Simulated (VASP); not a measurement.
Crystal: HgTe.

```
Hg Te
1.0
     0.00000    3.21450    3.21450
     3.21450    0.00000    3.21450
     3.21450    3.21450    0.00000
Hg Te
1 1
Direct
  0.00000 0.00000 0.00000
  0.25000 0.25000 0.25000
```

```yaml
Program: VASP 6.6.1
Task: relaxation of cell and atoms
Functional: PBEsol
Potentials_or_basis: VASP PAW PBE potentials, release 64 (Hg, Te)
Cutoff: 600 eV
k_mesh: 12 × 12 × 12
Occupations: gaussian, width 0.1 eV
Spin: no spin polarisation
```

At the start: pressure 1.9 GPa; volume 33.22 Å³/atom.

Question: Where does the relaxation end?

Answer: Over 3 steps the energy falls by 7.7 meV/atom and the volume is 34.58 Å³/atom (+4.1 %); space group F-43m (No. 216, to 0.05 Å).

The path:
```
step  energy change (eV)  largest force (eV/Å)  pressure (GPa)  volume (Å³)
   1              0.0000                0.0000            1.88        66.43
   2             -0.0132                0.0000           -0.63        70.25
   3             -0.0154                0.0000            0.00        69.16
```

Final structure:
```
Hg Te
1.0
     0.00000    3.25793    3.25793
     3.25793    0.00000    3.25793
     3.25793    3.25793    0.00000
Hg Te
1 1
Direct
  0.00000 0.00000 0.00000
  0.25000 0.25000 0.25000
```

Caveat: the PAW data sets were made with another functional, which shifts forces and pressure a little.
